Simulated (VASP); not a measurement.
# Pd (Fm-3m) in VASP: a series of runs

Runs on Pd. Level: PBE. Tasks: single point, relaxation of cell and atoms.

Everything below comes from runs of VASP 6.6.1. Logs are shortened: lines on timing, memory, paths and dates and some standing lists are left out, and cuts for length are marked.

**1. The cell of the first run**

Symmetry: Fm-3m, No. 225, cubic system. Conventional cell: a = 3.943 Å, b = 3.943 Å, c = 3.943 Å, α = 90.00°, β = 90.00°, γ = 90.00°. Pd (site symmetry m-3m) has 12 Pd at 2.79 Å within 3.7 Å.

**2. Single point, PBE**

Contents of INCAR:

```
SYSTEM = Pd
PREC = Accurate ; ENCUT = 520
EDIFF = 1E-6 ; ISMEAR = 0
SIGMA = 0.1 ; LREAL = .FALSE.
LASPH = .TRUE. ; NELM = 60
ALGO = Fast ; ISIF = 2
LWAVE = .FALSE. ; LCHARG = .TRUE.
GGA = PE ; LELF = .TRUE.
LVHAR = .TRUE. ; NBANDS = 11
```

Contents of KPOINTS:

```
Automatic mesh
0
G
  16 16 16
  0 0 0
```

Contents of POSCAR:

```
Pd
1.0
    0.0000000000      1.9717095683      1.9717095683
    1.9717095683      0.0000000000      1.9717095683
    1.9717095683      1.9717095683      0.0000000000
Pd
1
Direct
    0.0000000000      0.0000000000      0.0000000000
```

Potentials or basis: VASP PAW PBE potentials, release 64 (Pd).

Command:

```
cat potpaw_PBE.64/Pd/POTCAR > POTCAR
mpirun -np 1 vasp_std > vasp.out
```

OUTCAR:

```text
SYSTEM = Pd
   PREC = Accurate
   ENCUT = 520
   EDIFF = 1E-6
   ISMEAR = 0
   LREAL = .FALSE.
   LASPH = .TRUE.
   NELM = 60
   ISIF = 2
   GGA = PE

 ion  position               nearest neighbor table
   1  0.000  0.000  0.000-

  LATTYP: Found a face centered cubic cell.
 ALAT       =     3.9434191366

  Lattice vectors:

 A1 = (   0.0000000000,   1.9717095683,   1.9717095683)
 A2 = (   1.9717095683,   0.0000000000,   1.9717095683)
 A3 = (   1.9717095683,   1.9717095683,   0.0000000000)

Analysis of symmetry for initial positions (statically):
=====================================================================
 Subroutine PRICEL returns:
 Original cell was already a primitive cell.

 Routine SETGRP: Setting up the symmetry group for a
 face centered cubic supercell.

 Subroutine GETGRP returns: Found 48 space group operations
 (whereof 48 operations were pure point group operations)
 out of a pool of 48 trial point group operations.

The static configuration has the point symmetry O_h .

Analysis of symmetry for dynamics (positions and initial velocities):
=====================================================================
 Subroutine PRICEL returns:
 Original cell was already a primitive cell.

 Routine SETGRP: Setting up the symmetry group for a
 face centered cubic supercell.

 Subroutine GETGRP returns: Found 48 space group operations
 (whereof 48 operations were pure point group operations)
 out of a pool of 48 trial point group operations.

The dynamic configuration has the point symmetry O_h .

 Subroutine INISYM returns: Found 48 space group operations
 (whereof 48 operations are pure point group operations),
 and found     1 'primitive' translations

----------------------------------------------------------------------------------------

                                     Primitive cell

  volume of cell :      15.3306

  direct lattice vectors                    reciprocal lattice vectors
     0.000000000  1.971709568  1.971709568    -0.253587043  0.253587043  0.253587043
     1.971709568  0.000000000  1.971709568     0.253587043 -0.253587043  0.253587043
     1.971709568  1.971709568  0.000000000     0.253587043  0.253587043 -0.253587043

  length of vectors
     2.788418413  2.788418413  2.788418413     0.439225643  0.439225643  0.439225643

  position of ions in fractional coordinates (direct lattice)
     0.000000000  0.000000000  0.000000000

  ion indices of the primitive-cell ions
   primitive index   ion index
                 1           1

----------------------------------------------------------------------------------------

 KPOINTS: Automatic mesh

Automatic generation of k-mesh.
 Grid dimensions read from file:
 generate k-points for:   16   16   16

 Generating k-lattice:

  Cartesian coordinates                     Fractional coordinates (reciprocal lattice)
    -0.015849190  0.015849190  0.015849190     0.062500000  0.000000000  0.000000000
     0.015849190 -0.015849190  0.015849190     0.000000000  0.062500000  0.000000000
     0.015849190  0.015849190 -0.015849190     0.000000000  0.000000000  0.062500000

  Length of vectors
     0.027451603  0.027451603  0.027451603

  Shift w.r.t. Gamma in fractional coordinates (k-lattice)
     0.000000000  0.000000000  0.000000000

 Subroutine IBZKPT returns following result:
 ===========================================

 Found    145 irreducible k-points:

 Following reciprocal coordinates:
            Coordinates               Weight
  0.000000  0.000000  0.000000      1.000000
  0.062500  0.000000  0.000000      8.000000
  0.125000  0.000000  0.000000      8.000000
  0.187500  0.000000  0.000000      8.000000
  0.250000  0.000000  0.000000      8.000000
  0.312500  0.000000  0.000000      8.000000
[... 16 lines left out ...]
 -0.125000  0.062500  0.000000     24.000000
 -0.062500  0.062500  0.000000     12.000000
 [... further k-points ...]
   k-points           NKPTS =    145   k-points in BZ     NKDIM =    145   number of bands    NBANDS=     11
   number of dos      NEDOS =    301   number of ions     NIONS =      1
   total plane-waves  NPLWV =  13824
   dimension x,y,z NGX =    24 NGY =   24 NGZ =   24
   dimension x,y,z NGXF=    48 NGYF=   48 NGZF=   48
   ions per type =               1
   NGX,Y,Z   is equivalent  to a cutoff of  14.31, 14.31, 14.31 a.u.
   NGXF,Y,Z  is equivalent  to a cutoff of  28.62, 28.62, 28.62 a.u.
 SYSTEM =  Pd
   PREC   = accura    normal or accurate (medium, high low for compatibility)
   ISTART =      0    job   : 0-new  1-cont  2-samecut
   ICHARG =      2    charge: 1-file 2-atom 10-const
   ISPIN  =      1    spin polarized calculation?
   LNONCOLLINEAR =      F non collinear calculations
   LSORBIT =      F    spin-orbit coupling
   LASPH  =      T    aspherical Exc in radial PAW
   ENCUT  =  520.0 eV  38.22 Ry    6.18 a.u.   5.18  5.18  5.18*2*pi/ulx,y,z
   NELM   =     60;   NELMIN=  2; NELMDL= -5     # of ELM steps
   EDIFF  = 0.1E-05   stopping-criterion for ELM
   LREAL  =      F    real-space projection
   EDIFFG = 0.1E-04   stopping-criterion for IOM
   NSW    =      0    number of steps for IOM
   IBRION =     -1    ionic relax: 0-MD 1-quasi-New 2-CG
   NFREE  =      0    steps in history (QN), initial steepest desc. (CG)
   ISIF   =      2    stress and relaxation
   ISYM   =      2    0-nonsym 1-usesym 2-fastsym
   POTIM  = 0.5000    time-step for ionic-motion
   TEBEG  =    0.0;   TEEND  =   0.0 temperature during run
   PSTRESS=    0.0 pullay stress
   NELECT =      10.0000    total number of electrons
   NUPDOWN=      -1.0000    fix difference up-down
   EMIN   =  10.00;   EMAX   =-10.00  energy-range for DOS
   EFERMI =   0.00;   METHOD = LEGACY
   ISMEAR =     0;   SIGMA  =   0.10  broadening in eV -4-tet -1-fermi 0-gaus
   EFERMI_NEDOS =   21; number of points for ismear=-14 and -15
   IALGO  =     68    algorithm
   IMIX   =      4    mixing-type and parameters
     AMIX     =   0.40;   BMIX     =  1.00
     AMIX_MAG =   1.60;   BMIX_MAG =  1.00
  volume/ion in A,a.u.               =      15.33       103.46
  Fermi-wavevector in a.u.,A,eV,Ry     =   1.419783  2.683000 27.426393  2.015783
  Thomas-Fermi vector in A             =   2.540767
   LORBIT       =      0    0 simple, 1 ext, 2 COOP (PROOUT), +10 PAW based schemes
   GGA     = PE    functional components
   LHFCALC =     F    Hartree Fock is set to
   AEXX    =    0.0000 exact exchange contribution
   IVDW    =     0    specifies the selected vdW correction
   LEPSILON=     F    determine dielectric tensor
   LRPA    =     F    only Hartree local field effects (RPA)
 non-spin polarized calculation
 RMM-DIIS sequential band-by-band and
 Gauss-broadening in eV      SIGMA  =   0.10
  energy-cutoff  :      520.00
  volume of cell :       15.33
 maximum number of plane-waves:       428
 NGX is ok and might be reduce to    24
   NGX = 11   NGY = 11   NGZ = 11

 number of electron      10.0000000 magnetization

 Free energy of the ion-electron system (eV)
  ---------------------------------------------------
  ext. energy  EPLUGINS =         0.00000000
  ---------------------------------------------------
  free energy    TOTEN  =        -5.22323911 eV

  energy without entropy =       -5.21121458  energy(sigma->0) =       -5.21722684

 E-fermi :   9.1628     XC(G=0): -12.9435

 val. band max:        9.1587841798   @ k =   0.5000   0.3750   0.0625
 cond. band min:       9.1658698819   @ k =  -0.3750   0.3750   0.1250
 fundamental gap:      0.0070857021
 Fermi energy:         9.1628003589

 k-point     1 :       0.0000    0.0000    0.0000
  band No.  band energies     occupation
      1       2.3005      2.00000
      2       6.4844      2.00000
      3       6.4844      2.00000
      4       6.4844      2.00000
      5       7.9958      2.00000
      6       7.9958      2.00000
      7      26.3119      0.00000
      8      30.8686      0.00000
      9      30.8686      0.00000
     10      30.8686      0.00000
     11      35.9248      0.00000

 k-point     2 :       0.0625    0.0000    0.0000
  band No.  band energies     occupation
      1       2.4378      2.00000
      2       6.4375      2.00000
      3       6.5310      2.00000
      4       6.5310      2.00000
      5       7.9740      2.00000
      6       7.9740      2.00000
      7      26.4452      0.00000
      8      29.9367      0.00000
      9      31.0162      0.00000
     10      31.0162      0.00000
     11      36.4748      0.00000

 k-point     3 :       0.1250    0.0000    0.0000
  band No.  band energies     occupation
      1       2.8307      2.00000
      2       6.3274      2.00000
      3       6.6470      2.00000
      4       6.6470      2.00000
      5       7.9348      2.00000
      6       7.9348      2.00000
      7      26.6500      0.00000
      8      28.2084      0.00000
      9      31.4240      0.00000
     10      31.4240      0.00000
     11      35.7896      0.00000

 k-point     4 :       0.1875    0.0000    0.0000
  band No.  band energies     occupation
      1       3.4021      2.00000
      2       6.2584      2.00000
      3       6.7548      2.00000
      4       6.7548      2.00000
      5       7.9599      2.00000
      6       7.9599      2.00000
      7      25.5304      0.00000
      8      27.4845      0.00000
      9      31.9639      0.00000
     10      31.9639      0.00000
     11      34.6991      0.00000
[... 239 lines left out ...]
 k-point    22 :      -0.1875    0.0625    0.0000
  band No.  band energies     occupation
      1       3.7147      2.00000
      2       6.1671      2.00000
      3       6.8084      2.00000
      4       6.8379      2.00000
      5       7.7710      2.00000
      6       8.2652      2.00000
      7      24.9213      0.00000
      8      27.3247      0.00000
      9      30.8086      0.00000
     10      33.3179      0.00000
     11      33.3347      0.00000

 k-point    23 :      -0.1250    0.0625    0.0000
  band No.  band energies     occupation
      1       3.1219      2.00000
      2       6.2151      2.00000
      3       6.7312      2.00000
      4       6.7549      2.00000
      5       7.7660      2.00000
      6       8.0843      2.00000
      7      26.6387      0.00000
      8      27.6090      0.00000
      9      30.5906      0.00000
     10      32.3736      0.00000
     11      34.5820      0.00000

 k-point    24 :      -0.0625    0.0625    0.0000
  band No.  band energies     occupation
      1       2.6612      2.00000
      2       6.3472      2.00000
      3       6.5952      2.00000
      4       6.6307      2.00000
      5       7.8708      2.00000
      6       8.0192      2.00000
      7      26.6327      0.00000
      8      29.0485      0.00000
      9      30.5997      0.00000
     10      31.5765      0.00000
     11      36.2082      0.00000

 [... further k-points ...]
[... 5 lines left out ...]
  --------------------------------------------------------------------------------------
  -------------------------------------------------------------------------------------
  Total       -0.0183843     -0.0183843     -0.0183843      0.0000000      0.0000000     -0.0000000
  in kB       -1.9213118     -1.9213118     -1.9213118      0.0000000      0.0000000     -0.0000000
  external PRESSURE =      -1.9213118 kB  Pullay stress =       0.0000000 kB

 VOLUME and BASIS-vectors are now :
 -----------------------------------------------------------------------------
  energy-cutoff  :      520.00
  volume of cell :       15.33
      direct lattice vectors                 reciprocal lattice vectors
     0.000000000  1.971709568  1.971709568    -0.253587043  0.253587043  0.253587043
     1.971709568  0.000000000  1.971709568     0.253587043 -0.253587043  0.253587043
     1.971709568  1.971709568  0.000000000     0.253587043  0.253587043 -0.253587043

 POSITION                                       TOTAL-FORCE (eV/Angst)
 -----------------------------------------------------------------------------------
      0.00000      0.00000      0.00000         0.000000      0.000000      0.000000
 -----------------------------------------------------------------------------------
    total drift:                               -0.000000      0.000000      0.000000

  FREE ENERGIE OF THE ION-ELECTRON SYSTEM (eV)
  ---------------------------------------------------
  free  energy   TOTEN  =        -5.2232391051 eV

  energy  without entropy=       -5.2112145806  energy(sigma->0) =       -5.21722684
```

Run time: 16 s. Hardware: 1 thread of Intel Xeon 6975P-C, shared host; peak memory 0.16 GiB.

Results:

- Free energy: -5.2232 eV
- Pressure: -0.2 GPa
- Band gap on the k mesh: zero (band 5 reaches 9.42 eV, above the bottom of band 6 at 7.93 eV)

Levels at points of the mesh, in eV from the Fermi level:
| k point | band 1 | band 2 | band 3 | band 4 | band 5 | band 6 | band 7 | band 8 | band 9 | band 10 |
| --- | --- | --- | --- | --- | --- | --- | --- | --- | --- | --- |
| (0.00, 0.00, 0.00) | -6.86 | -2.68 | -2.68 | -2.68 | -1.17 | -1.17 | 17.15 | 21.71 | 21.71 | 21.71 |
| (0.50, 0.00, 0.00) | -5.01 | -2.72 | -2.72 | -0.04 | -0.04 | 1.08 | 7.01 | 16.50 | 20.71 | 20.71 |
| (0.50, 0.50, 0.00) | -5.09 | -4.81 | -0.07 | 0.26 | 0.26 | 3.34 | 10.36 | 12.98 | 12.98 | 20.99 |

**3. Single point, PBE**

This run uses another cell than the first one, of 15.39 Å³/atom, 1.004 times its volume.

Contents of INCAR:

```
SYSTEM = Pd
  PREC = Accurate
  ENCUT = 520
  EDIFF = 1E-6
  ISMEAR = -1
  SIGMA = 0.15
  LREAL = .False.
  LASPH = .True.
  NELM = 80
  ALGO = Normal
  ISIF = 2
  LWAVE = .False.
  LCHARG = .True.
  GGA = PE
  LELF = .True.
  LVHAR = .True.
  NBANDS = 11
```

Contents of KPOINTS:

```
Automatic mesh
0
Gamma
  16 16 16
  0 0 0
```

Contents of POSCAR:

```
Pd
1.0
    0.0000000000      1.9742794404      1.9742794404
    1.9742794404      0.0000000000      1.9742794404
    1.9742794404      1.9742794404      0.0000000000
Pd
1
Direct
    0.0000000000      0.0000000000      0.0000000000
```

Potentials or basis: VASP PAW PBE potentials, release 64 (Pd).

Command:

```
cat potpaw_PBE.64/Pd/POTCAR > POTCAR
mpirun -np 1 vasp_std > vasp.out
```

It took 16 s on 1 thread of Intel Xeon 6975P-C, shared host; peak memory 0.16 GiB.

Results (log left out):

* Free energy: -5.2906 eV
* Pressure: -0.3 GPa
* Band gap on the k mesh: zero (band 5 reaches 9.35 eV, above the bottom of band 6 at 7.87 eV)

Levels at points of the mesh, in eV from the Fermi level:
```
           k point  band 3  band 4  band 5  band 6  band 7  band 8
(0.00, 0.00, 0.00)   -2.71   -2.71   -1.22   -1.22   17.10   21.63
(0.50, 0.00, 0.00)   -2.76   -0.09   -0.09    1.04    6.93   16.44
(0.50, 0.50, 0.00)   -0.12    0.20    0.20    3.29   10.27   12.91
```

(Part 1 of 2 ends here.)
